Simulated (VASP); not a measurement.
ZrS: single point with LDA

ZrS:

```xyz
2
Lattice="0.0000 2.7127 2.7127 2.7127 0.0000 2.7127 2.7127 2.7127 0.0000" Properties=species:S:1:pos:R:3 pbc="T T T"
Zr    0.0000    0.0000    0.0000
S     2.7127    2.7127    2.7127
```

```json
{
 "Program": "VASP 6.6.1",
 "Task": "single point",
 "Functional": "LDA",
 "Potentials or basis": "VASP PAW LDA potentials, release 64 (Zr_sv, S)",
 "Cutoff": "520 eV",
 "k mesh": "16 × 16 × 16",
 "Occupations": "gaussian, width 0.15 eV",
 "Spin": "collinear spin",
 "Starting moments": "[1.0, 0.0] μB",
 "Fixed moment": "1 μB"
}
```

The pressure is -15.7 GPa, the net moment is 1.00 μB per cell and the site moments are Zr +0.60; S +0.03 μB. The valence electrons inside the program's atomic spheres are Zr 9.73; S 3.71.

It took 5.5 min on 1 thread of Intel Xeon 8259CL, on a shared host, peak memory 0.29 GiB.

Caveat: the cell stands under tension; the total moment is fixed, so each spin has its own Fermi level.
